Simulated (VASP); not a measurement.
# Cu (a cell with a defect) in VASP: single point with PBEsol

Aim: the single point of Cu (a cell with a defect) with PBEsol.

Program: VASP 6.6.1. These are calculated values, not measurements. Logs are shortened: lines on timing, memory, paths and dates and some standing lists are left out, and cuts for length are marked.

**1. The cell of the first run**

The cell holds a defect, 28 atoms: a = 7.559 Å, b = 7.559 Å, c = 7.559 Å, α = 60.00°, β = 60.00°, γ = 60.00°.

**2. Single point, PBEsol (with an interstitial atom, then relaxed in part)**

The input, INCAR:

```
PREC = Accurate
ENCUT = 520
EDIFF = 1E-6
ISMEAR = 0
SIGMA = 0.1
LREAL = False
LASPH = True
NELM = 120
ALGO = Normal
ISIF = 2
LWAVE = False
LCHARG = False
GGA = PS
NBANDS = 174
GGA_COMPAT = False
KPAR = 4
```

The input, KPOINTS:

```
Automatic mesh
0
Gamma
  4 4 4
```

The input, POSCAR:

```
Cu
1.0
   -5.3451189122     -5.3451189122      0.0000000000
   -5.3451189122      0.0000000000     -5.3451189122
    0.0000000000     -5.3451189122     -5.3451189122
Cu
28
Direct
    0.6675857502      0.6675233848      0.6686984555
    0.3313900334      0.6668798769      0.6680685389
    0.0327275308      0.6333587790      0.6349515953
    0.6673733433      0.3300717490      0.6684534212
    0.3321648265      0.3338586555      0.6717636142
   -0.0032123577      0.3325547266      0.6703243413
    0.6305484827      0.0354848867      0.6317769672
    0.3316834242     -0.0040509983      0.6712008394
    0.0309408325      0.0304879663      0.6368530055
    0.6668959638      0.6667512070      0.3328241739
    0.3332468434      0.6695663581      0.3337975125
   -0.0021319628      0.6681731701      0.3325893118
    0.6702994537      0.3341367400      0.3329897776
    0.3341847122      0.3321988782      0.3359667658
   -0.0016380534      0.3340422647      0.3330780786
    0.6697858887     -0.0037824435      0.3325095298
    0.3333031613     -0.0023448177      0.3337861259
   -0.0014637957     -0.0014456949      0.3376457727
    0.6348723363      0.6345153926      0.0329533754
    0.3318810298      0.6679206480     -0.0008064554
    0.0269510033      0.6392434379      0.0280685150
    0.6686723010      0.3326378467     -0.0015963212
    0.3323312957      0.3337425831     -0.0003006772
   -0.0009137078      0.3349789423      0.0002161229
    0.6367800263      0.0293937938      0.0310340400
    0.3360917023     -0.0012956865     -0.0001780962
   -0.0006248381     -0.0007171888      0.0005251755
    0.8287306300      0.8364393103      0.8269671479
```

Potentials or basis: VASP PAW PBE potentials, release 64 (Cu).

The run is started by

```bash
> cat potpaw_PBE.64/Cu/POTCAR > POTCAR
> mpirun -np 4 vasp_std > vasp.out
```

OUTCAR:

```text
PREC = Accurate
   ENCUT = 520
   EDIFF = 1E-6
   ISMEAR = 0
   LREAL = False
   LASPH = True
   NELM = 120
   ISIF = 2
   GGA = PS

 ion  position               nearest neighbor table
   1  0.668  0.668  0.669-   6 2.51   8 2.51  22 2.51  16 2.51  20 2.52  12 2.52  19 2.53   3 2.53
                             7 2.53  10 2.54   2 2.55   4 2.55
   2  0.331  0.667  0.668-   8 2.50   5 2.50  20 2.51  11 2.51  23 2.51  17 2.51  21 2.53   9 2.53
                             3 2.53  10 2.54   4 2.54   1 2.55
   3  0.033  0.633  0.635-  28 2.11   5 2.28  11 2.29   6 2.29  12 2.30   1 2.53  18 2.53  24 2.53
                             2 2.53
   4  0.667  0.330  0.668-   6 2.51   5 2.51  22 2.51  13 2.51  23 2.52  15 2.52  25 2.53   9 2.53
                             7 2.54  10 2.54   2 2.54   1 2.55
   5  0.332  0.334  0.672-   7 2.28   3 2.28  23 2.48  24 2.50   2 2.50  26 2.51   4 2.51  14 2.54
                             6 2.55  11 2.55   8 2.56  13 2.56
   6  0.997  0.333  0.670-   3 2.29   9 2.30  22 2.48   4 2.51  27 2.51   1 2.51  24 2.51  15 2.54
                             8 2.54  14 2.54  12 2.55   5 2.55
   7  0.631  0.035  0.632-  28 2.10   5 2.28  13 2.28   8 2.28  16 2.28   1 2.53  18 2.53  26 2.53
                             4 2.54
   8  0.332  0.996  0.671-   7 2.28   9 2.29  20 2.48   2 2.50  27 2.50   1 2.51  26 2.51   6 2.54
                            14 2.54  17 2.54  16 2.56   5 2.56
   9  0.031  0.030  0.637-  28 2.12   8 2.29   6 2.30  17 2.30  15 2.31  18 2.53   4 2.53   2 2.53
                            27 2.53
  10  0.667  0.667  0.333-  16 2.50  13 2.50  12 2.51  11 2.51  15 2.51  17 2.51  21 2.53  25 2.53
                            19 2.53   2 2.54   4 2.54   1 2.54
  11  0.333  0.670  0.334-   3 2.29  19 2.29  17 2.48  26 2.51  10 2.51  18 2.51   2 2.51  14 2.54
                            20 2.54  13 2.54  12 2.55   5 2.55
[... 14 lines left out ...]
  19  0.635  0.635  0.033-  28 2.12  13 2.28  11 2.29  22 2.30  20 2.31   1 2.53  26 2.53  24 2.53
                            10 2.53
  20  0.332  0.668  0.999-  19 2.31  21 2.31   8 2.48   2 2.51  27 2.51   1 2.52  26 2.52  23 2.52
                            12 2.52  22 2.54  11 2.54  14 2.54
  21  0.027  0.639  0.028-  28 2.13  12 2.31  20 2.31  15 2.32  23 2.32  24 2.53   2 2.53  10 2.53
                            27 2.53
  22  0.669  0.333  0.998-  19 2.30  25 2.30   6 2.48   4 2.51  27 2.51   1 2.51  24 2.51  23 2.53
                            16 2.53  14 2.54  20 2.54  13 2.54
  23  0.332  0.334  1.000-  25 2.31  21 2.32   5 2.48  24 2.51   2 2.51  26 2.52   4 2.52  15 2.52
                            20 2.52  17 2.53  22 2.53  14 2.54
  24  0.999  0.335  0.000-   5 2.50  13 2.50  15 2.51   6 2.51  23 2.51  22 2.51  21 2.53  19 2.53
                             3 2.53  27 2.54  26 2.54  18 2.55
  25  0.637  0.029  0.031-  28 2.12  16 2.29  22 2.30  17 2.30  23 2.31   4 2.53  26 2.53  10 2.53
                            27 2.53
  26  0.336  0.999  1.000-  11 2.51   5 2.51  17 2.51   8 2.51  23 2.52  20 2.52  25 2.53  19 2.53
                             7 2.53  27 2.54  24 2.54  18 2.55
  27  0.999  0.999  0.001-  16 2.50   8 2.50  12 2.51   6 2.51  20 2.51  22 2.51  21 2.53  25 2.53
                             9 2.53  24 2.54  26 2.54  18 2.54
  28  0.829  0.836  0.827-   7 2.10   3 2.11  19 2.12   9 2.12  25 2.12  21 2.13

  LATTYP: Found a face centered cubic cell.
 ALAT       =    10.6902378244

  Lattice vectors:

 A1 = (  -5.3451189122,  -5.3451189122,   0.0000000000)
 A2 = (  -5.3451189122,   0.0000000000,  -5.3451189122)
 A3 = (   0.0000000000,  -5.3451189122,  -5.3451189122)

Analysis of symmetry for initial positions (statically):
=====================================================================
 Subroutine PRICEL returns:
 Original cell was already a primitive cell.

 Routine SETGRP: Setting up the symmetry group for a
 face centered cubic supercell.

 Subroutine GETGRP returns: Found  1 space group operations
 (whereof  1 operations were pure point group operations)
 out of a pool of 48 trial point group operations.

The static configuration has the point symmetry C_1 .

Analysis of symmetry for dynamics (positions and initial velocities):
=====================================================================
 Subroutine PRICEL returns:
 Original cell was already a primitive cell.

 Routine SETGRP: Setting up the symmetry group for a
 face centered cubic supercell.

 Subroutine GETGRP returns: Found  1 space group operations
 (whereof  1 operations were pure point group operations)
 out of a pool of 48 trial point group operations.

The dynamic configuration has the point symmetry C_1 .

 Subroutine INISYM returns: Found  1 space group operations
 (whereof  1 operations are pure point group operations),
 and found     1 'primitive' translations

----------------------------------------------------------------------------------------

                                     Primitive cell

  volume of cell :     305.4233

  direct lattice vectors                    reciprocal lattice vectors
    -5.345118912 -5.345118912  0.000000000    -0.093543288 -0.093543288  0.093543288
    -5.345118912  0.000000000 -5.345118912    -0.093543288  0.093543288 -0.093543288
     0.000000000 -5.345118912 -5.345118912     0.093543288 -0.093543288 -0.093543288

  length of vectors
     7.559139658  7.559139658  7.559139658     0.162021728  0.162021728  0.162021728

  position of ions in fractional coordinates (direct lattice)
     0.667585750  0.667523385  0.668698455
     0.331390033  0.666879877  0.668068539
     0.032727531  0.633358779  0.634951595
     0.667373343  0.330071749  0.668453421
     0.332164826  0.333858656  0.671763614
     0.996787642  0.332554727  0.670324341
[... 20 lines left out ...]
     0.999375162  0.999282811  0.000525176
     0.828730630  0.836439310  0.826967148

  ion indices of the primitive-cell ions
   primitive index   ion index
                 1           1
                 2           2
                 3           3
                 4           4
                 5           5
                 6           6
[... 20 lines left out ...]
                27          27
                28          28

----------------------------------------------------------------------------------------

 KPOINTS: Automatic mesh

Automatic generation of k-mesh.
 Grid dimensions read from file:
 generate k-points for:    4    4    4

 Generating k-lattice:

  Cartesian coordinates                     Fractional coordinates (reciprocal lattice)
    -0.023385822 -0.023385822  0.023385822     0.250000000  0.000000000  0.000000000
    -0.023385822  0.023385822 -0.023385822     0.000000000  0.250000000  0.000000000
     0.023385822 -0.023385822 -0.023385822     0.000000000  0.000000000  0.250000000

  Length of vectors
     0.040505432  0.040505432  0.040505432

  Shift w.r.t. Gamma in fractional coordinates (k-lattice)
     0.000000000  0.000000000  0.000000000

 Subroutine IBZKPT returns following result:
 ===========================================

 Found     36 irreducible k-points:

 Following reciprocal coordinates:
            Coordinates               Weight
  0.000000  0.000000  0.000000      1.000000
  0.250000  0.000000  0.000000      2.000000
  0.000000  0.250000  0.000000      2.000000
  0.000000  0.000000  0.250000      2.000000
  0.250000  0.250000  0.250000      2.000000
  0.500000  0.000000  0.000000      1.000000
[... 16 lines left out ...]
  0.250000  0.500000  0.500000      2.000000
  0.500000  0.000000  0.250000      2.000000
 [... further k-points ...]
   k-points           NKPTS =     36   k-points in BZ     NKDIM =     36   number of bands    NBANDS=    174
   number of dos      NEDOS =    301   number of ions     NIONS =     28
   total plane-waves  NPLWV = 175616
   dimension x,y,z NGX =    56 NGY =   56 NGZ =   56
   dimension x,y,z NGXF=   112 NGYF=  112 NGZF=  112
   ions per type =              28
   NGX,Y,Z   is equivalent  to a cutoff of  12.32, 12.32, 12.32 a.u.
   NGXF,Y,Z  is equivalent  to a cutoff of  24.63, 24.63, 24.63 a.u.
 SYSTEM =  unknown system
   PREC   = accura    normal or accurate (medium, high low for compatibility)
   ISTART =      0    job   : 0-new  1-cont  2-samecut
   ICHARG =      2    charge: 1-file 2-atom 10-const
   ISPIN  =      1    spin polarized calculation?
   LNONCOLLINEAR =      F non collinear calculations
   LSORBIT =      F    spin-orbit coupling
   LASPH  =      T    aspherical Exc in radial PAW
   ENCUT  =  520.0 eV  38.22 Ry    6.18 a.u.  14.05 14.05 14.05*2*pi/ulx,y,z
   NELM   =    120;   NELMIN=  2; NELMDL= -5     # of ELM steps
   EDIFF  = 0.1E-05   stopping-criterion for ELM
   LREAL  =      F    real-space projection
   EDIFFG = 0.1E-04   stopping-criterion for IOM
   NSW    =      0    number of steps for IOM
   IBRION =     -1    ionic relax: 0-MD 1-quasi-New 2-CG
   NFREE  =      0    steps in history (QN), initial steepest desc. (CG)
   ISIF   =      2    stress and relaxation
   ISYM   =      2    0-nonsym 1-usesym 2-fastsym
   POTIM  = 0.5000    time-step for ionic-motion
   TEBEG  =    0.0;   TEEND  =   0.0 temperature during run
   PSTRESS=    0.0 pullay stress
   NELECT =     308.0000    total number of electrons
   NUPDOWN=      -1.0000    fix difference up-down
   EMIN   =  10.00;   EMAX   =-10.00  energy-range for DOS
   EFERMI =   0.00;   METHOD = LEGACY
   ISMEAR =     0;   SIGMA  =   0.10  broadening in eV -4-tet -1-fermi 0-gaus
   EFERMI_NEDOS =   21; number of points for ismear=-14 and -15
   IALGO  =     38    algorithm
   IMIX   =      4    mixing-type and parameters
     AMIX     =   0.40;   BMIX     =  1.00
     AMIX_MAG =   1.60;   BMIX_MAG =  1.00
  volume/ion in A,a.u.               =      10.91        73.61
  Fermi-wavevector in a.u.,A,eV,Ry     =   1.641690  3.102343 36.669668  2.695145
  Thomas-Fermi vector in A             =   2.732118
   LORBIT       =      0    0 simple, 1 ext, 2 COOP (PROOUT), +10 PAW based schemes
   GGA     = PS    functional components
   LHFCALC =     F    Hartree Fock is set to
   AEXX    =    0.0000 exact exchange contribution
   IVDW    =     0    specifies the selected vdW correction
   LEPSILON=     F    determine dielectric tensor
   LRPA    =     F    only Hartree local field effects (RPA)
 non-spin polarized calculation
 Gauss-broadening in eV      SIGMA  =   0.10
  energy-cutoff  :      520.00
  volume of cell :      305.42
 maximum number of plane-waves:      8291
   NGX = 29   NGY = 29   NGZ = 29

 number of electron     308.0000034 magnetization

 Free energy of the ion-electron system (eV)
  ---------------------------------------------------
  ext. energy  EPLUGINS =         0.00000000
  ---------------------------------------------------
  free energy    TOTEN  =      -115.62772726 eV

  energy without entropy =     -115.59115993  energy(sigma->0) =     -115.60944360

 E-fermi :   8.3338     XC(G=0): -13.3579

 val. band max:        8.3276695757   @ k =   0.2500  -0.2500   0.5000
 cond. band min:       8.3818166379   @ k =  -0.2500   0.5000   0.2500
 fundamental gap:      0.0541470622
 Fermi energy:         8.3338036433

 k-point     1 :       0.0000    0.0000    0.0000
  band No.  band energies     occupation
      1      -1.5828      2.00000
      2       1.7663      2.00000
      3       1.7665      2.00000
      4       1.7671      2.00000
      5       1.9210      2.00000
      6       1.9367      2.00000
[... 4045 lines left out ...]
    165      11.0207      0.00000
    166      12.2287      0.00000

 [... further k-points ...]

 [bands above 166 left out]

------------------------ aborting loop because EDIFF is reached ----------------------------------------

  FORCE on cell =-STRESS in cart. coord.  units (eV):
  Direction    XX          YY          ZZ          XY          YZ          ZX
  --------------------------------------------------------------------------------------
  -------------------------------------------------------------------------------------
  Total       27.4381509     27.4152205     27.4337496      0.0045567     -0.0058777     -0.0021132
  in kB      143.9339731    143.8136854    143.9108847      0.0239036     -0.0308330     -0.0110856
  external PRESSURE =     143.8861810 kB  Pullay stress =       0.0000000 kB

 VOLUME and BASIS-vectors are now :
 -----------------------------------------------------------------------------
  energy-cutoff  :      520.00
  volume of cell :      305.42
      direct lattice vectors                 reciprocal lattice vectors
    -5.345118912 -5.345118912  0.000000000    -0.093543288 -0.093543288  0.093543288
    -5.345118912  0.000000000 -5.345118912    -0.093543288  0.093543288 -0.093543288
     0.000000000 -5.345118912 -5.345118912     0.093543288 -0.093543288 -0.093543288

 POSITION                                       TOTAL-FORCE (eV/Angst)
 -----------------------------------------------------------------------------------
     -7.13632     -7.14260     -7.14226        -0.000199      0.000864      0.000794
     -5.33587     -5.34222     -7.13546         0.002152      0.002286     -0.003007
     -3.56031     -3.56882     -6.77927        -0.000619     -0.000964     -0.005968
     -5.33146     -7.14015     -5.33724         0.000247     -0.000589      0.000676
     -3.55997     -5.36612     -5.37517        -0.001167      0.000683      0.000934
     -7.10549     -8.91091     -5.36051         0.000257      0.001147     -0.001007
[... 20 lines left out ...]
    -10.68306     -5.34459     -5.34409         0.002615      0.003695      0.003359
     -8.90053     -8.84990     -8.89111        -0.001083     -0.005440     -0.001579
 -----------------------------------------------------------------------------------
    total drift:                               -0.000569      0.001001      0.001310

  FREE ENERGIE OF THE ION-ELECTRON SYSTEM (eV)
  ---------------------------------------------------
  free  energy   TOTEN  =      -115.6277272635 eV

  energy  without entropy=     -115.5911599308  energy(sigma->0) =     -115.60944360
```

Run time: 22 min. Hardware: 4 MPI ranks of Intel Xeon Platinum 8124M at 3.00GHz (Skylake/Cascade Lake), shared host; peak memory 1.2 GiB.

What came out:

| Quantity | Value |
| --- | --- |
| Free energy | -115.6277 eV |
| Pressure | 14.4 GPa |
| Largest force | 0.010 eV/Å |
| Band gap on the k mesh | zero (bands 154 and 155 overlap by 1.30 eV) |

Forces in eV/Å, atoms in the order of the input:
```
Cu   0.000  0.001  0.001
Cu   0.002  0.002 -0.003
Cu  -0.001 -0.001 -0.006
Cu   0.000 -0.001  0.001
Cu  -0.001  0.001  0.001
Cu   0.000  0.001 -0.001
Cu  -0.001 -0.010 -0.002
Cu  -0.001 -0.001  0.001
Cu   0.005  0.001  0.001
Cu  -0.002  0.002  0.001
Cu   0.000  0.000  0.000
Cu  -0.001  0.000 -0.003
Cu   0.000 -0.001  0.000
Cu   0.002  0.001  0.001
Cu   0.002  0.001  0.000
Cu  -0.002 -0.002 -0.001
Cu   0.002  0.001  0.001
Cu   0.000  0.001  0.001
Cu  -0.003  0.002  0.003
Cu  -0.001  0.000  0.000
Cu   0.000  0.000  0.000
Cu   0.000  0.000  0.000
Cu  -0.001  0.001  0.001
Cu   0.000  0.001  0.000
Cu   0.000  0.001  0.003
Cu   0.000  0.000  0.001
Cu   0.003  0.004  0.003
Cu  -0.001 -0.005 -0.002
```

Caveat: the cell differs from its parent crystal (with an interstitial atom, then relaxed in part); the PAW data sets were made with another functional, which shifts forces and pressure a little.

The gap in the log of VASP goes by the Fermi energy; the results here count the filled bands.